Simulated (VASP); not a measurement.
**HgTe: single point with r2SCAN**

Crystal: HgTe.

```xyz
2
Lattice="0.0000 3.3916 3.3916 3.3916 0.0000 3.3916 3.3916 3.3916 0.0000" Properties=species:S:1:pos:R:3 pbc="T T T"
Hg    0.0000    0.0000    0.0000
Te    1.6958    1.6958    1.6958
```

This cell differs from its parent crystal: volume scaled by 1.10.

| Property | Result |
| --- | --- |
| Program | VASP 6.6.1 |
| Task | single point |
| Functional | r2SCAN |
| Potentials or basis | VASP PAW PBE potentials, release 64 (Hg, Te) |
| Cutoff | 520 eV |
| k mesh | 12 × 12 × 12 |
| Occupations | gaussian, width 0.1 eV |
| Spin | no spin polarisation |
| Dipole correction | no |
| Further INCAR settings | ALGO = Normal; EDIFF = 1e-07; NBANDS = 16 |

```
Pressure               : -2.9 GPa
Band gap on the k mesh : zero (filled and empty bands touch)
```

Levels at points of the mesh, in eV from the Fermi level:
```
           k point  band 5  band 6  band 7  band 8  band 9  band 10  band 11  band 12  band 13  band 14
(0.00, 0.00, 0.00)   -6.56   -6.56   -0.85   -0.08   -0.08    -0.08     4.74     4.74     4.74     6.70
(0.50, 0.00, 0.00)   -6.54   -6.33   -4.81   -0.83   -0.83     0.84     5.43     5.43     6.91     8.00
(0.50, 0.50, 0.00)   -6.51   -6.22   -4.88   -1.85   -1.85     2.00     3.01     8.09     8.76     8.76
```

It took 3.3 min on 1 thread of AMD EPYC 9R45 96-Core Processor (Zen 5) (shared host), peak memory 0.25 GiB.

Caveat: the PAW data sets were made with another functional, which shifts forces and pressure a little; spin-orbit coupling is left out, which moves the levels of the heavy elements.
